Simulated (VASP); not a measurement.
# Ti4Ru (Fmmm) in VASP: single point with PBE

Aim: the single point of Ti4Ru with PBE.

All numbers are computed with VASP 6.6.1; they aren't measurements. Logs are shortened: lines on timing, memory, paths and dates and some standing lists are left out, and cuts for length are marked.

**1. The cell of the first run**

It takes space group Fmmm (No. 69, orthorhombic). The conventional cell has a = 3.114 Å, b = 4.745 Å, c = 22.108 Å, α = 90.00°, β = 90.00°, γ = 90.00°. Within 3.4 Å of Ti (site symmetry mm2) lie 4 Ru at 2.53 to 3.10 Å and 10 Ti at 2.82 to 3.34 Å. Within 3.7 Å of Ti (site symmetry mm2) lie 14 Ti at 2.82 to 3.34 Å. Within 3.3 Å of Ru (site symmetry mmm) lie 8 Ti at 2.53 to 3.10 Å and 6 Ru at 2.84 to 3.11 Å.

**2. Single point, PBE, collinear spin, ferromagnetic start**

INCAR

```
SYSTEM = Ti4Ru
  PREC = Accurate
  ENCUT = 520
  EDIFF = 1E-6
  ISMEAR = 0
  SIGMA = 0.1
  LREAL = .False.
  LASPH = .True.
  NELM = 150
  ALGO = Normal
  ISIF = 2
  LWAVE = .False.
  LCHARG = .False.
  ISPIN = 2
  MAGMOM = 1 1 1 1 1
  LORBIT = 11
  LMAXMIX = 4
  GGA = PE
  NBANDS = 43
```

KPOINTS

```
Automatic mesh
0
Gamma
  6 6 6
  0 0 0
```

POSCAR

```
Ti4Ru
1.0
    0.0000000000      2.3727109400     11.0539350500
    1.5567740200      0.0000000000     11.0539350500
    1.5567740200      2.3727109400      0.0000000000
Ti Ru
4 1
Direct
    0.4096159900      0.4096159900      0.5903840100
    0.8030740000      0.8030740000      0.1969260000
    0.1969260000      0.1969260000      0.8030740000
    0.5903840100      0.5903840100      0.4096159900
    0.0000000000      0.0000000000      0.0000000000
```

Potentials or basis: VASP PAW PBE potentials, release 64 (Ti_sv, Ru_pv).

The run is started by

```sh
> cat potpaw_PBE.64/Ti_sv/POTCAR potpaw_PBE.64/Ru_pv/POTCAR > POTCAR
> mpirun -np 1 vasp_std > vasp.out
```

OUTCAR:

```text
SYSTEM = Ti4Ru
   PREC = Accurate
   ENCUT = 520
   EDIFF = 1E-6
   ISMEAR = 0
   LREAL = .False.
   LASPH = .True.
   NELM = 150
   ISIF = 2
   ISPIN = 2
   LORBIT = 11
   GGA = PE

 ion  position               nearest neighbor table
   1  0.410  0.410  0.590-   5 2.53   5 2.53   2 2.82   2 2.82   5 3.10   5 3.10
   2  0.803  0.803  0.197-   3 2.82   3 2.82   1 2.82   1 2.82
   3  0.197  0.197  0.803-   2 2.82   2 2.82   4 2.82   4 2.82
   4  0.590  0.590  0.410-   5 2.53   5 2.53   3 2.82   3 2.82   5 3.10   5 3.10
   5  0.000  0.000  0.000-   4 2.53   4 2.53   1 2.53   1 2.53   1 3.10   4 3.10   4 3.10   1 3.10

  LATTYP: Found a face centered orthorhombic cell.
 ALAT       =     3.1135480400
 B/A-ratio  =     1.5241203344
 C/A-ratio  =     7.1005392613

  Lattice vectors:

 A1 = (   0.0000000000,   2.3727109400,  11.0539350500)
 A2 = (   1.5567740200,   0.0000000000,  11.0539350500)
 A3 = (   1.5567740200,   2.3727109400,   0.0000000000)

Analysis of symmetry for initial positions (statically):
=====================================================================
 Subroutine PRICEL returns:
 Original cell was already a primitive cell.

 Routine SETGRP: Setting up the symmetry group for a
 face centered orthorhombic supercell.

 Subroutine GETGRP returns: Found  8 space group operations
 (whereof  8 operations were pure point group operations)
 out of a pool of  8 trial point group operations.

The static configuration has the point symmetry D_2h.

Analysis of symmetry for dynamics (positions and initial velocities):
=====================================================================
 Subroutine PRICEL returns:
 Original cell was already a primitive cell.

 Routine SETGRP: Setting up the symmetry group for a
 face centered orthorhombic supercell.

 Subroutine GETGRP returns: Found  8 space group operations
 (whereof  8 operations were pure point group operations)
 out of a pool of  8 trial point group operations.

The dynamic configuration has the point symmetry D_2h.

Analysis of structural, dynamic, and magnetic symmetry:
=====================================================================
 Subroutine PRICEL returns:
 Original cell was already a primitive cell.

 Routine SETGRP: Setting up the symmetry group for a
 face centered orthorhombic supercell.

 Subroutine GETGRP returns: Found  8 space group operations
[... 138 lines left out ...]
   LEPSILON=     F    determine dielectric tensor
   LRPA    =     F    only Hartree local field effects (RPA)
 spin polarized calculation
 Gauss-broadening in eV      SIGMA  =   0.10
  energy-cutoff  :      520.00
  volume of cell :       81.66
 maximum number of plane-waves:      2218
   NGX = 43   NGY = 41   NGZ = 11

 number of electron      61.9999996 magnetization       0.0033622

 number of electron      61.9999996 magnetization      -0.0046528

 Free energy of the ion-electron system (eV)
  ---------------------------------------------------
  ext. energy  EPLUGINS =         0.00000000
  ---------------------------------------------------
  free energy    TOTEN  =       -41.13719136 eV

  energy without entropy =      -41.08793470  energy(sigma->0) =      -41.11256303

 E-fermi :   9.0661     XC(G=0): -12.0138

 val. band max:        9.0627563292   @ k =   0.5000   0.1667  -0.0000
 cond. band min:       9.0728664622   @ k =   0.5000   0.0000   0.1667
 fundamental gap:      0.0101101329
 Fermi energy:         9.0660874229

 spin component 1

 k-point     1 :       0.0000    0.0000    0.0000
  band No.  band energies     occupation
      1     -47.6314      1.00000
      2     -47.6304      1.00000
      3     -47.4615      1.00000
      4     -47.3979      1.00000
      5     -33.6752      1.00000
      6     -33.5308      1.00000
[... 1093 lines left out ...]
     42      11.2598      0.00000
     43      11.4036      0.00000

 [... further k-points ...]

 spin component 2

 k-point     1 :       0.0000    0.0000    0.0000
  band No.  band energies     occupation
      1     -47.6317      1.00000
      2     -47.6308      1.00000
      3     -47.4626      1.00000
      4     -47.3989      1.00000
      5     -33.6752      1.00000
      6     -33.5307      1.00000
[... 1093 lines left out ...]
     42      11.2590      0.00000
     43      11.4033      0.00000

 [... further k-points ...]

------------------------ aborting loop because EDIFF is reached ----------------------------------------

  FORCE on cell =-STRESS in cart. coord.  units (eV):
  Direction    XX          YY          ZZ          XY          YZ          ZX
  --------------------------------------------------------------------------------------
  -------------------------------------------------------------------------------------
  Total       -0.2137396      0.1648837      0.0708452     -0.0000000      0.0000000      0.0000000
  in kB       -4.1935160      3.2349762      1.3899638     -0.0000000      0.0000000      0.0000000
  external PRESSURE =       0.1438080 kB  Pullay stress =       0.0000000 kB

 VOLUME and BASIS-vectors are now :
 -----------------------------------------------------------------------------
  energy-cutoff  :      520.00
  volume of cell :       81.66
      direct lattice vectors                 reciprocal lattice vectors
     0.000000000  2.372710940 11.053935050    -0.321176994  0.210729420  0.045232761
     1.556774020  0.000000000 11.053935050     0.321176994 -0.210729420  0.045232761
     1.556774020  2.372710940  0.000000000     0.321176994  0.210729420 -0.045232761

 POSITION                                       TOTAL-FORCE (eV/Angst)
 -----------------------------------------------------------------------------------
      1.55677      2.37271      9.05574         0.000000      0.000000      0.116142
      1.55677      2.37271     17.75426         0.000000      0.000000      0.082485
      1.55677      2.37271      4.35361         0.000000      0.000000     -0.082485
      1.55677      2.37271     13.05213         0.000000      0.000000     -0.116142
      0.00000      0.00000      0.00000         0.000000      0.000000      0.000000
 -----------------------------------------------------------------------------------
    total drift:                               -0.000000     -0.000000      0.000000

  FREE ENERGIE OF THE ION-ELECTRON SYSTEM (eV)
  ---------------------------------------------------
  free  energy   TOTEN  =       -41.1371913563 eV

  energy  without entropy=      -41.0879347010  energy(sigma->0) =      -41.11256303

 total charge

# of ion       s       p       d       tot
------------------------------------------
    1        2.248   6.145   1.927  10.319
    2        2.242   6.120   1.892  10.254
    3        2.242   6.120   1.892  10.254
    4        2.248   6.145   1.927  10.319
    5        0.399   6.230   6.051  12.681
--------------------------------------------------
tot          9.380  30.759  13.688  53.827

 magnetization (x)

# of ion       s       p       d       tot
------------------------------------------
    1       -0.000  -0.000  -0.000  -0.000
    2        0.000  -0.000  -0.001  -0.001
    3        0.000  -0.000  -0.001  -0.001
    4       -0.000  -0.000  -0.000  -0.000
    5        0.000  -0.000   0.000   0.000
--------------------------------------------------
tot          0.000  -0.000  -0.003  -0.003
```

Wall time 74 min (1 thread of Intel Xeon 8259CL, shared host); peak memory 0.68 GiB.

What came out:

| Quantity | Value |
| --- | --- |
| Free energy | -41.1372 eV |
| Pressure | 0.0 GPa |
| Largest force | 0.116 eV/Å |
| Band gap on the k mesh | zero (filled and empty bands overlap) |
| Net moment | 0.00 μB per cell |
| Valence electrons inside the program's atomic spheres | Ti 10.32, 10.25 (each value once); Ru 12.68 |

Forces on the atoms (eV/Å):
```
Ti   0.000  0.000  0.116
Ti   0.000  0.000  0.082
Ti   0.000  0.000 -0.082
Ti   0.000  0.000 -0.116
Ru   0.000  0.000  0.000
```

Stress tensor (GPa, compression positive):
```
-0.42  0.00  0.00
 0.00  0.32  0.00
 0.00  0.00  0.14
```

Caveat: the k points lie up to 0.41 Å⁻¹ apart, too coarse for converged energies and pressures of a metal.
